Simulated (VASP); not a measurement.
A run of VASP 6.6.1 is set up as follows.

INCAR

```
SYSTEM = H8C3S2
ALGO     = Normal         ! electronic algorithm
EDIFF    = 1E-7           ! SCF threshold, eV
ENCUT    = 520            ! plane-wave cutoff, eV
GGA      = PE             ! functional
ISIF     = 2              ! what is computed and relaxed
ISMEAR   = -1             ! smearing method
IVDW     = 12             ! dispersion correction
LASPH    = .TRUE.         ! aspherical terms in the spheres
LCHARG   = .FALSE.        ! write CHGCAR
LREAL    = Auto         
LWAVE    = .FALSE.        ! write WAVECAR
NBANDS   = 73             ! bands
NELM     = 80             ! most SCF steps
PREC     = Accurate       ! precision mode
SIGMA    = 0.05           ! smearing width, eV
```

File KPOINTS:

```
k-points
0
G
  1 1 1
  0 0 0
```

The input POSCAR:

```
H8C3S2
1.0
    8.4818530000      0.0000000000      0.0000000000
    0.0000000000      8.4818530000      0.0000000000
    0.0000000000      0.0000000000      8.4818530000
S C H
6 9 24
Direct
   -0.0892965252      0.5765249645     -0.0114715499
    0.1496135337      0.3017029416     -0.0392956586
    0.3456084419      1.0304941621      0.6468162087
    0.0795227175      0.8162367351      0.7715295231
    0.5896706769      0.2118876618      0.9138922827
    0.5028264461      0.5757114630      0.8691968606
    0.0456739819      0.4470839096     -0.0176022857
    0.1952285662      0.9386981831      0.7015212360
    0.5588519395      0.4016339354      0.8977755215
    0.4160293747      0.8972921365      0.2199990969
    0.8074768568      0.2988380016      0.5400117168
    0.1025601363      0.6118238550      0.4395973380
    0.8835451404      1.0100505161      0.1677109943
    0.3646844622      0.3108400959      0.3053931729
    0.6414046553      0.6860882875      0.4297056315
    0.5236119985      0.8624176816      0.1641032921
    0.4333369135      1.0026582635      0.2853385929
    0.3902331248      0.8160834667      0.3178550725
    0.3132923902      0.8927648239      0.1361848643
    0.7598575453      0.1896991141      0.5713492087
    0.9361279900      0.3336652970      0.5764778050
    0.7366196985      0.4007732744      0.5778100611
    0.8136783318      0.2929194835      0.4052770073
    0.0281306455      0.6678611384      0.5360974778
    0.0355464779      0.6039482174      0.3183856169
    0.1384956801      0.4984052423      0.4859905023
    0.2016068894      0.7052939965      0.4319692878
    1.0134342107      1.0289732680      0.1835447985
    0.8238765751      1.1058786329      0.2323430977
    0.8507810734      0.8874947491      0.2074546682
    0.8441080033      1.0311308154      0.0487275599
    0.4434172580      0.3128443749      0.4120208167
    0.4112426848      0.2452648024      0.2033400013
    0.3476363007      0.4350582355      0.2735722961
    0.2435552703      0.2698702748      0.3310715241
    0.6952843913      0.7992121533      0.3920133961
    0.7380698534      0.6054809014      0.4589798951
    0.5507522943      0.6370659807      0.3506780889
    0.5969096611      0.7303121146      0.5410845955
```

Potentials or basis: VASP PAW PBE potentials, release 64 (S, C, H).

The run is started by

```bash
$ cat potpaw_PBE.64/S/POTCAR potpaw_PBE.64/C/POTCAR potpaw_PBE.64/H/POTCAR > POTCAR
$ mpirun -np 1 vasp_gam > vasp.out
```

**Question.** Estimate the pressure.

**Answer.** -1.0 GPa.

**Question.** Predict the largest force.

**Answer.** 4.061 eV/Å.

**Question.** Estimate the band gap on the k mesh.

**Answer.** 3.01 eV.

**Question.** Estimate the dispersion energy per atom.

**Answer.** -0.052 eV.

Forces on the atoms (eV/Å):
```
S    0.924 -0.722  0.329
S    1.060 -0.720 -0.081
S   -0.448  0.301 -0.198
S   -0.725  0.403  0.271
S   -0.241  3.209 -0.071
S    0.393 -0.790  0.282
C   -2.152  1.187 -0.173
C    1.318 -0.273  0.068
C   -0.245 -2.356 -0.137
C   -1.479 -1.143  0.112
C    2.484  2.548 -1.957
C   -0.748  2.246 -0.630
C    0.459 -0.150  0.890
C   -0.157  0.582  0.385
C    0.893  0.824  0.370
H    0.619 -0.259 -0.444
H   -0.056  1.400 -0.095
H   -0.020 -0.332 -0.440
H    0.719  0.452  0.572
H   -0.284 -1.545  1.154
H   -1.767 -1.171 -0.134
H   -0.199 -0.427 -0.157
H   -0.202  0.449  1.182
H    0.093 -0.673 -1.191
H    1.005  0.050  1.955
H    0.419 -0.278 -0.208
H   -0.835 -1.531 -0.200
H   -0.744 -0.210 -0.348
H   -0.013 -0.495  0.395
H    0.131  1.050 -0.167
H    0.253 -0.245 -0.793
H   -0.518 -0.429 -0.731
H    0.122  0.166  0.434
H    0.178  0.025 -0.237
H    0.444 -0.226  0.222
H   -0.119 -0.565 -0.779
H   -0.178 -0.091 -0.303
H    0.437  0.187  0.302
H   -0.820 -0.449  0.550
```

Caveat: the k points lie up to 0.74 Å⁻¹ apart.
